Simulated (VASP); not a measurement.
A run of VASP 6.6.1:

The input INCAR:

```
PREC = Accurate
ENCUT = 520
EDIFF = 1E-6
ISMEAR = 0
SIGMA = 0.05
LREAL = F
LASPH = T
NELM = 100
ALGO = Normal
ISIF = 2
LWAVE = F
LCHARG = F
GGA = PE
NBANDS = 11
```

Contents of KPOINTS:

```
Automatic mesh
0
Gamma
  12 12 12
```

The input POSCAR:

```
C
1.0
    0.0000000000      1.7714635665      1.7714635665
    1.7714635665      0.0000000000      1.7714635665
    1.7714635665      1.7714635665      0.0000000000
C
2
Direct
    0.5000000000      0.5000000000      0.5000000000
    0.7500000000      0.7500000000      0.7500000000
```

Potentials or basis: VASP PAW PBE potentials, release 64 (C).

Command:

```console
$ cat potpaw_PBE.64/C/POTCAR > POTCAR
$ mpirun -np 1 vasp_std > vasp.out
```

Hardware: 1 thread of AMD EPYC 7R13 Processor (Zen 3), with other jobs on the host.

Problem. How long does it take, and how much memory?

Solution. Wall time 5.7 s on 1 thread of AMD EPYC 7R13 Processor (Zen 3), on a shared host, peak memory 0.09 GiB. Counts: scf iterations 11, k points 72.
